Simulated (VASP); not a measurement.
# ZnS (P6_3mc) in VASP: further runs

ZnS is run at these levels: PBE; tasks: single point.

Everything below comes from runs of VASP 6.6.1. Logs are shortened: lines on timing, memory, paths and dates and some standing lists are left out, and cuts for length are marked.

## 1. The cell of the first run

The structure is hexagonal, space group P6_3mc (No. 186). The conventional cell has a = 3.619 Å, b = 3.619 Å, c = 7.119 Å, α = 90.00°, β = 90.00°, γ = 120.00°. Zn (site symmetry 3m) has 4 S at 2.38 to 2.40 Å within 3.1 Å. S (site symmetry 3m) has 4 Zn at 2.38 to 2.40 Å within 3.1 Å.

## 2. Single point, PBE

Input file INCAR:

```
SYSTEM = ZnS
ALGO = Normal ; EDIFF = 1E-6
ENCUT = 520 ; GGA = PE
ISIF = 2 ; ISMEAR = 0
LASPH = .True. ; LCHARG = .True.
LELF = .True. ; LREAL = .False.
LVHAR = .True. ; LWAVE = .False.
NBANDS = 26 ; NELM = 60
PREC = Accurate ; SIGMA = 0.05
```

Input file KPOINTS:

```
k-points
0
Gamma
  9 9 4
  0 0 0
```

Input file POSCAR:

```
ZnS
1.0
    3.6187887550      0.0000000000      0.0000000000
   -1.8093943775      3.1339629928      0.0000000000
    0.0000000000      0.0000000000      7.1185193600
Zn S
2 2
Direct
    0.3333333333      0.6666666667      0.0052003725
    0.6666666667      0.3333333333      0.5052003725
    0.3333333333      0.6666666667      0.3401405350
    0.6666666667      0.3333333333      0.8401405350
```

Potentials or basis: VASP PAW PBE potentials, release 64 (Zn, S).

The run is started by

```console
$ cat potpaw_PBE.64/Zn/POTCAR potpaw_PBE.64/S/POTCAR > POTCAR
$ mpirun -np 1 vasp_std > vasp.out
```

OUTCAR:

```text
SYSTEM = ZnS
   EDIFF = 1E-6
   ENCUT = 520
   GGA = PE
   ISIF = 2
   ISMEAR = 0
   LASPH = .True.
   LREAL = .False.
   NELM = 60
   PREC = Accurate

 ion  position               nearest neighbor table
   1  0.333  0.667  0.005-   3 2.38   4 2.40   4 2.40   4 2.40
   2  0.667  0.333  0.505-   4 2.38   3 2.40   3 2.40   3 2.40
   3  0.333  0.667  0.340-   1 2.38   2 2.40   2 2.40   2 2.40
   4  0.667  0.333  0.840-   2 2.38   1 2.40   1 2.40   1 2.40

  LATTYP: Found a hexagonal cell.
 ALAT       =     3.6187887550
 C/A-ratio  =     1.9671000000

  Lattice vectors:

 A1 = (   3.6187887550,   0.0000000000,   0.0000000000)
 A2 = (  -1.8093943775,   3.1339629928,   0.0000000000)
 A3 = (   0.0000000000,   0.0000000000,   7.1185193600)

Analysis of symmetry for initial positions (statically):
=====================================================================
 Subroutine PRICEL returns:
 Original cell was already a primitive cell.

 Routine SETGRP: Setting up the symmetry group for a
 hexagonal supercell.

 Subroutine GETGRP returns: Found 12 space group operations
 (whereof  6 operations were pure point group operations)
 out of a pool of 24 trial point group operations.

The static configuration has the point symmetry C_3v.
 The point group associated with its full space group is C_6v.

Analysis of symmetry for dynamics (positions and initial velocities):
=====================================================================
 Subroutine PRICEL returns:
 Original cell was already a primitive cell.

 Routine SETGRP: Setting up the symmetry group for a
 hexagonal supercell.

 Subroutine GETGRP returns: Found 12 space group operations
 (whereof  6 operations were pure point group operations)
 out of a pool of 24 trial point group operations.

The dynamic configuration has the point symmetry C_3v.
 The point group associated with its full space group is C_6v.

 Subroutine INISYM returns: Found 12 space group operations
 (whereof  6 operations are pure point group operations),
 and found     1 'primitive' translations

----------------------------------------------------------------------------------------

                                     Primitive cell
[... 90 lines left out ...]
   LNONCOLLINEAR =      F non collinear calculations
   LSORBIT =      F    spin-orbit coupling
   LASPH  =      T    aspherical Exc in radial PAW
   ENCUT  =  520.0 eV  38.22 Ry    6.18 a.u.   6.73  6.73 13.24*2*pi/ulx,y,z
   NELM   =     60;   NELMIN=  2; NELMDL= -5     # of ELM steps
   EDIFF  = 0.1E-05   stopping-criterion for ELM
   LREAL  =      F    real-space projection
   EDIFFG = 0.1E-04   stopping-criterion for IOM
   NSW    =      0    number of steps for IOM
   IBRION =     -1    ionic relax: 0-MD 1-quasi-New 2-CG
   NFREE  =      0    steps in history (QN), initial steepest desc. (CG)
   ISIF   =      2    stress and relaxation
   ISYM   =      2    0-nonsym 1-usesym 2-fastsym
   POTIM  = 0.5000    time-step for ionic-motion
   TEBEG  =    0.0;   TEEND  =   0.0 temperature during run
   PSTRESS=    0.0 pullay stress
   NELECT =      36.0000    total number of electrons
   NUPDOWN=      -1.0000    fix difference up-down
   EMIN   =  10.00;   EMAX   =-10.00  energy-range for DOS
   EFERMI =   0.00;   METHOD = LEGACY
   ISMEAR =     0;   SIGMA  =   0.05  broadening in eV -4-tet -1-fermi 0-gaus
   EFERMI_NEDOS =   21; number of points for ismear=-14 and -15
   IALGO  =     38    algorithm
   IMIX   =      4    mixing-type and parameters
     AMIX     =   0.40;   BMIX     =  1.00
     AMIX_MAG =   1.60;   BMIX_MAG =  1.00
  volume/ion in A,a.u.               =      20.18       136.20
  Fermi-wavevector in a.u.,A,eV,Ry     =   1.250720  2.363518 21.283599  1.564300
  Thomas-Fermi vector in A             =   2.384701
   LORBIT       =      0    0 simple, 1 ext, 2 COOP (PROOUT), +10 PAW based schemes
   GGA     = PE    functional components
   LHFCALC =     F    Hartree Fock is set to
   AEXX    =    0.0000 exact exchange contribution
   IVDW    =     0    specifies the selected vdW correction
   LEPSILON=     F    determine dielectric tensor
   LRPA    =     F    only Hartree local field effects (RPA)
 non-spin polarized calculation
 Gauss-broadening in eV      SIGMA  =   0.05
  energy-cutoff  :      520.00
  volume of cell :       80.73
 maximum number of plane-waves:      2198
 NGX is ok and might be reduce to    28

 number of electron      36.0000002 magnetization

 Free energy of the ion-electron system (eV)
  ---------------------------------------------------
  ext. energy  EPLUGINS =         0.00000000
  ---------------------------------------------------
  free energy    TOTEN  =       -13.05899741 eV

  energy without entropy =      -13.05899741  energy(sigma->0) =      -13.05899741

 E-fermi :   2.6667     XC(G=0):  -9.5853

 val. band max:        2.4079675878   @ k =   0.0000   0.0000   0.0000
 cond. band min:       3.0679345933   @ k =   0.0000   0.0000   0.0000
 fundamental gap:      0.6599670055
 Fermi energy:         2.6666927957

 k-point     1 :       0.0000    0.0000    0.0000
  band No.  band energies     occupation
      1     -10.9578      2.00000
      2     -10.3053      2.00000
      3      -4.4459      2.00000
      4      -4.2568      2.00000
      5      -4.2568      2.00000
      6      -4.1899      2.00000
[... 685 lines left out ...]
     25      11.8528      0.00000
     26      11.9538      0.00000

 [... further k-points ...]

------------------------ aborting loop because EDIFF is reached ----------------------------------------

  FORCE on cell =-STRESS in cart. coord.  units (eV):
  Direction    XX          YY          ZZ          XY          YZ          ZX
  --------------------------------------------------------------------------------------
  -------------------------------------------------------------------------------------
  Total        2.2176911      2.2176911     -6.3632014      0.0000000      0.0000000      0.0000000
  in kB       44.0113673     44.0113673   -126.2814282      0.0000000      0.0000000      0.0000000
  external PRESSURE =     -12.7528979 kB  Pullay stress =       0.0000000 kB

 VOLUME and BASIS-vectors are now :
 -----------------------------------------------------------------------------
  energy-cutoff  :      520.00
  volume of cell :       80.73
      direct lattice vectors                 reciprocal lattice vectors
     3.618788755  0.000000000  0.000000000     0.276335555  0.159542407  0.000000000
    -1.809394378  3.133962993  0.000000000     0.000000000  0.319084814  0.000000000
     0.000000000  0.000000000  7.118519360     0.000000000  0.000000000  0.140478651

 POSITION                                       TOTAL-FORCE (eV/Angst)
 -----------------------------------------------------------------------------------
     -0.00000      2.08931      0.03702        -0.000000     -0.000000     -0.598946
      1.80939      1.04465      3.59628         0.000000     -0.000000     -0.598946
     -0.00000      2.08931      2.42130        -0.000000      0.000000      0.598946
      1.80939      1.04465      5.98056        -0.000000     -0.000000      0.598946
 -----------------------------------------------------------------------------------
    total drift:                               -0.000001     -0.000001      0.001846

  FREE ENERGIE OF THE ION-ELECTRON SYSTEM (eV)
  ---------------------------------------------------
  free  energy   TOTEN  =       -13.0589974090 eV

  energy  without entropy=      -13.0589974090  energy(sigma->0) =      -13.05899741
```

stdout:

```text
POSCAR found type information on POSCAR ZnS
 POSCAR found :  2 types and       4 ions
 scaLAPACK will be used
 LDA part: xc-table for (Slater+PW92), standard interpolation
 POSCAR, INCAR and KPOINTS ok, starting setup
 FFT: planning ... GRIDC
 FFT: planning ... GRID_SOFT
 FFT: planning ... GRID
 WAVECAR not read
 entering main loop
```

It took 1.9 min on 1 thread of Intel Xeon 8259CL, shared host; peak memory 0.23 GiB.

Results:

```
Free energy            : -13.0590 eV
Pressure               : -1.3 GPa
Largest force          : 0.599 eV/Å
Band gap on the k mesh : 0.66 eV
```

Forces on the atoms (eV/Å):
```
Zn   0.000  0.000 -0.599
Zn   0.000  0.000 -0.599
S    0.000  0.000  0.599
S    0.000  0.000  0.599
```

## 3. Single point, PBE

This run uses another cell than the first one, of the same volume but with other edges.

Input file INCAR:

```
SYSTEM = ZnS
ALGO = Normal
EDIFF = 1E-6
ENCUT = 520
GGA = PE
ISIF = 2
ISMEAR = 0
LASPH = .TRUE.
LCHARG = .FALSE.
LREAL = .FALSE.
LWAVE = .FALSE.
NBANDS = 26
NELM = 80
PREC = Accurate
SIGMA = 0.05
```

Input file KPOINTS:

```
k-points
0
G
  9 9 4
  0 0 0
```

Input file POSCAR:

```
ZnS
1.0
    4.1424790287      0.0000000000      0.0000000000
   -2.0712395143      3.5874920735      0.0000000000
    0.0000000000      0.0000000000      5.4324469982
Zn S
2 2
Direct
    0.3333333333      0.6666666667      0.0052003725
    0.6666666667      0.3333333333      0.5052003725
    0.3333333333      0.6666666667      0.3401405350
    0.6666666667      0.3333333333      0.8401405350
```

Potentials or basis: VASP PAW PBE potentials, release 64 (Zn, S).

The run is started by

```console
$ cat potpaw_PBE.64/Zn/POTCAR potpaw_PBE.64/S/POTCAR > POTCAR
$ mpirun -np 1 vasp_std > vasp.out
```

Run time: 2 min. Hardware: 1 thread of Intel Xeon 8259CL, shared host; peak memory 0.23 GiB.

The run converged. Its results:

* Free energy: -9.7087 eV
* Pressure: 22.2 GPa
* Largest force: 10.050 eV/Å
* Band gap on the k mesh: 2.08 eV (least direct gap 2.10 eV)

Forces on the atoms (eV/Å):
```
Zn    0.000   0.000 -10.050
Zn    0.000   0.000 -10.050
S     0.000   0.000  10.050
S     0.000   0.000  10.050
```

Stress tensor (GPa, compression positive):
```
-6.11  0.00  0.00
 0.00 -6.11  0.00
 0.00  0.00 78.72
```

Levels at points of the mesh, in eV from the valence-band top:
```tsv
k point	band 14	band 15	band 16	band 17	band 18	band 19	band 20	band 21	band 22	band 23
(0.00, 0.00, 0.00)	-1.82	-1.82	-0.12	-0.01	-0.01	2.08	2.12	5.58	5.58	7.92
(0.00, 0.00, 0.50)	-2.56	-0.96	-0.96	-0.96	-0.96	3.26	3.26	6.06	6.06	6.06
```

Caveat: the cell stands under pressure; an odd mesh through Γ misses points on the zone boundary, where band edges can lie; forces of over 1 eV/Å act on the atoms, so gaps and moduli don't describe the material at rest.

## 4. Single point, PBE

This run uses another cell than the first one, of the same volume but with other edges.

Input file INCAR:

```
  PREC = Accurate
  ENCUT = 520
  EDIFF = 1E-7
  ISMEAR = 0
  SIGMA = 0.05
  LREAL = F
  LASPH = T
  NELM = 80
  ALGO = Normal
  ISIF = 2
  LWAVE = F
  LCHARG = F
  GGA = PE
  NBANDS = 26
```

Input file KPOINTS:

```
regular mesh
0
Gamma
  9 9 4
```

Input file POSCAR:

```
ZnS
1.0
    3.7637158910      0.0000000000      0.0000000000
   -1.8818579455      3.2594735743      0.0000000000
    0.0000000000      0.0000000000      6.5808572354
Zn S
2 2
Direct
    0.3333333333      0.6666666667      0.0052003725
    0.6666666667      0.3333333333      0.5052003725
    0.3333333333      0.6666666667      0.3665852179
    0.6666666667      0.3333333333      0.8665852179
```

Potentials or basis: VASP PAW PBE potentials, release 64 (Zn, S).

The run is started by

```console
$ cat potpaw_PBE.64/Zn/POTCAR potpaw_PBE.64/S/POTCAR > POTCAR
$ mpirun -np 1 vasp_std > vasp.out
```

OUTCAR:

```text
PREC = Accurate
   ENCUT = 520
   EDIFF = 1E-7
   ISMEAR = 0
   LREAL = F
   LASPH = T
   NELM = 80
   ISIF = 2
   GGA = PE

 ion  position               nearest neighbor table
   1  0.333  0.667  0.005-   4 2.36   4 2.36   4 2.36   3 2.38
   2  0.667  0.333  0.505-   3 2.36   3 2.36   3 2.36   4 2.38
   3  0.333  0.667  0.367-   2 2.36   2 2.36   2 2.36   1 2.38
   4  0.667  0.333  0.867-   1 2.36   1 2.36   1 2.36   2 2.38

  LATTYP: Found a hexagonal cell.
 ALAT       =     3.7637158910
[... 895 lines left out ...]

  FORCE on cell =-STRESS in cart. coord.  units (eV):
  Direction    XX          YY          ZZ          XY          YZ          ZX
  --------------------------------------------------------------------------------------
  -------------------------------------------------------------------------------------
  Total        0.9309756      0.9309756     -1.9610588      0.0000000      0.0000000      0.0000000
  in kB       18.4757523     18.4757523    -38.9183505      0.0000000      0.0000000      0.0000000
  external PRESSURE =      -0.6556153 kB  Pullay stress =       0.0000000 kB

 VOLUME and BASIS-vectors are now :
 -----------------------------------------------------------------------------
  energy-cutoff  :      520.00
  volume of cell :       80.73
      direct lattice vectors                 reciprocal lattice vectors
     3.763715891  0.000000000  0.000000000     0.265694869  0.153399004  0.000000000
    -1.881857945  3.259473574  0.000000000     0.000000000  0.306798008  0.000000000
     0.000000000  0.000000000  6.580857235     0.000000000  0.000000000  0.151955887

 POSITION                                       TOTAL-FORCE (eV/Angst)
 -----------------------------------------------------------------------------------
     -0.00000      2.17298      0.03422         0.000000     -0.000000     -0.109110
      1.88186      1.08649      3.32465        -0.000000     -0.000000     -0.109110
     -0.00000      2.17298      2.41244        -0.000000     -0.000000      0.109110
      1.88186      1.08649      5.70287        -0.000000      0.000000      0.109110
 -----------------------------------------------------------------------------------
    total drift:                               -0.000000     -0.000001      0.000653

  FREE ENERGIE OF THE ION-ELECTRON SYSTEM (eV)
  ---------------------------------------------------
  free  energy   TOTEN  =       -13.6242603939 eV

  energy  without entropy=      -13.6242603939  energy(sigma->0) =      -13.62426039
```

It took 2.2 min on 1 thread of Intel Xeon 8259CL, shared host; peak memory 0.22 GiB.

What came out:

```
Free energy            : -13.6243 eV
Pressure               : -0.1 GPa
Largest force          : 0.109 eV/Å
Band gap on the k mesh : 1.80 eV
```

Forces in eV/Å, atoms in the order of the input:
```
Zn   0.000  0.000 -0.109
Zn   0.000  0.000 -0.109
S    0.000  0.000  0.109
S    0.000  0.000  0.109
```

Stress tensor (GPa, compression positive):
```
 1.85  0.00  0.00
 0.00  1.85  0.00
 0.00  0.00 -3.89
```

## 5. Single point, PBE

This run uses another cell than the first one, of the same volume but with other edges.

Input file INCAR:

```
SYSTEM = ZnS
PREC = Accurate
ENCUT = 520
EDIFF = 1E-6
ISMEAR = 0
SIGMA = 0.05
LREAL = .FALSE.
LASPH = .TRUE.
NELM = 100
ALGO = Normal
ISIF = 2
LWAVE = .FALSE.
LCHARG = .TRUE.
GGA = PE
LELF = .TRUE.
LVHAR = .TRUE.
NBANDS = 26
```

Input file KPOINTS:

```
Automatic mesh
0
G
  9 9 4
  0 0 0
```

Edit POSCAR of step 4 so:

```diff
@@ -10,3 +10,3 @@
     0.6666666667      0.3333333333      0.5052003725
-    0.3333333333      0.6666666667      0.3665852179
-    0.6666666667      0.3333333333      0.8665852179
+    0.3333333333      0.6666666667      0.3930140371
+    0.6666666667      0.3333333333      0.8930140371
```

The run is started by

```console
$ cat potpaw_PBE.64/Zn/POTCAR potpaw_PBE.64/S/POTCAR > POTCAR
$ mpirun -np 1 vasp_std > vasp.out
```

Run time: 2 min. Hardware: 1 thread of Intel Xeon 8259CL, shared host; peak memory 0.22 GiB.

The run converged. Its results:

```
Free energy            : -13.5372 eV
Pressure               : 1.6 GPa
Largest force          : 0.527 eV/Å
Band gap on the k mesh : 2.02 eV
```

Forces on the atoms (eV/Å):
```
Zn   0.000  0.000  0.527
Zn   0.000  0.000  0.527
S    0.000  0.000 -0.527
S    0.000  0.000 -0.527
```

Stress tensor (GPa, compression positive):
```
 4.57  0.00  0.00
 0.00  4.57  0.00
 0.00  0.00 -4.41
```

Levels at points of the mesh, in eV from the valence-band top:
```csv
k point,band 16,band 17,band 18,band 19,band 20,band 21
"(0.00, 0.00, 0.00)",-0.25,0.00,0.00,2.02,3.33,6.03
"(0.00, 0.00, 0.50)",-0.32,-0.32,-0.32,3.59,3.59,6.40
```

(Part 1 of 2 ends here.)
